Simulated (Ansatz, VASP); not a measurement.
## Two plane-wave programs on Ni

```
Ni
1.0
    -1.40024    1.40024    1.40024
     1.40024   -1.40024    1.40024
     1.40024    1.40024   -1.40024
Ni
1
Direct
  0.00000 0.00000 0.00000
```

Change from the starting cell: volume scaled by 1, norm-conserving files.

Alike in both runs: task single point; functional PBE; k mesh 19 × 19 × 19; occupations fermi-dirac, width 0.05 eV; collinear spin.

|  | VASP | Ansatz |
| --- | --- | --- |
| version | VASP 6.6.1 | Ansatz 0.2.0 |
| potentials or method | VASP PAW PBE potentials, release 64 (Ni) | norm-conserving pseudopotentials, scalar-relativistic |
| plane-wave cutoff (eV) | 520 | 1400 |
| valence electrons in the cell | 10 | 18 |

|  | VASP | Ansatz | Ansatz less VASP |
| --- | --- | --- | --- |
| pressure (GPa) | -0.1 | 0.1 | +0.21 |
| net moment per atom (μB) | 0.53 | 0.57 | +0.041 |
| size of the moment on the site where the two differ most (μB) | 0.54 | 0.61 | +0.068 |

Site moments also hang on the region over which each program counts them. VASP's potentials hold 10 valence electrons a cell and Ansatz's 18, so a difference there can come from the potentials and not from the codes.
